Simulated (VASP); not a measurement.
Wanted: the native input for a VASP 6.6.1 run.

| Item | Value |
| --- | --- |
| Task | single point |
| Functional | LDA |
| Potentials or basis | VASP PAW LDA potentials, release 64 (Cs_sv, Ni_sv_GW, Cl) |
| Cutoff | 590 eV |
| k mesh | 3 × 3 × 3 |
| Occupations | gaussian, width 0.05 eV |
| Spin | collinear spin, ferromagnetic start |
| Starting moments | [0.0, 0.0, 2.0, 2.0, 0.0, 0.0, 0.0, 0.0, 0.0, 0.0] μB |
| Hubbard terms | Ni d U = 4.0 eV |
| Dipole correction | no |
| Further INCAR settings | ALGO = Normal; EDIFF = 1e-06; NBANDS = 63 |

The structure of CsNiCl3 lies in POSCAR:

```
CsNiCl3
1.0
    7.1710011300      0.0000000000      0.0000000000
   -3.5855005700      6.2102691500      0.0000000000
    0.0000000000      0.0000000000      5.9440002800
Cs Ni Cl
2 2 6
Direct
    0.3333333333      0.6666666667      0.7500000000
    0.6666666667      0.3333333333      0.2500000000
    0.0000000000      0.0000000000      0.0000000000
    0.0000000000      0.0000000000      0.5000000000
    0.1534600000      0.3069200000      0.2500000000
    0.8465400000      0.1534600000      0.7500000000
    0.6930800000      0.8465400000      0.2500000000
    0.8465400000      0.6930800000      0.7500000000
    0.1534600000      0.8465400000      0.2500000000
    0.3069200000      0.1534600000      0.7500000000
```

One way to write it, as run:

INCAR

```
PREC = Accurate
ENCUT = 590
EDIFF = 1E-6
ISMEAR = 0
SIGMA = 0.05
LREAL = False
LASPH = True
NELM = 200
ALGO = Normal
ISIF = 2
LWAVE = False
LCHARG = False
ISPIN = 2
MAGMOM = 0 0 2 2 0 0 0 0 0 0
LORBIT = 11
LMAXMIX = 4
LDAU = True
LDAUTYPE = 2
LDAUL = -1 2 -1
LDAUU = 0 4 0
LDAUJ = 0 0 0
LDAUPRINT = 1
GGA = CA
NBANDS = 63
GGA_COMPAT = False
```

KPOINTS

```
Automatic mesh
0
Gamma
  3 3 3
```

Potentials or basis: VASP PAW LDA potentials, release 64 (Cs_sv, Ni_sv_GW, Cl).

Launch:

```sh
$ cat potpaw_LDA.64/Cs_sv/POTCAR potpaw_LDA.64/Ni_sv_GW/POTCAR potpaw_LDA.64/Cl/POTCAR > POTCAR
$ mpirun -np 1 vasp_std > vasp.out
```

Results of the run:

```json
{
 "Pressure": "-3.4 GPa",
 "Largest force": "0.419 eV/Å",
 "Band gap on the k mesh": "2.15 eV",
 "Net moment": "4.00 μB per cell",
 "Site moments": "Cs +0.00; Ni +1.58; Cl +0.10 μB",
 "Valence electrons inside the program's atomic spheres": "Cs 6.54; Ni 16.13; Cl 5.10"
}
```

Caveat: the cell stands under tension; spin-orbit coupling is left out, which moves the levels of the heavy elements; an odd mesh through Γ misses points on the zone boundary, where band edges can lie.

Wall time 4.1 min on 1 thread of Intel(R) Xeon(R) 6975P-C (Granite Rapids), on a shared host, peak memory 0.47 GiB.
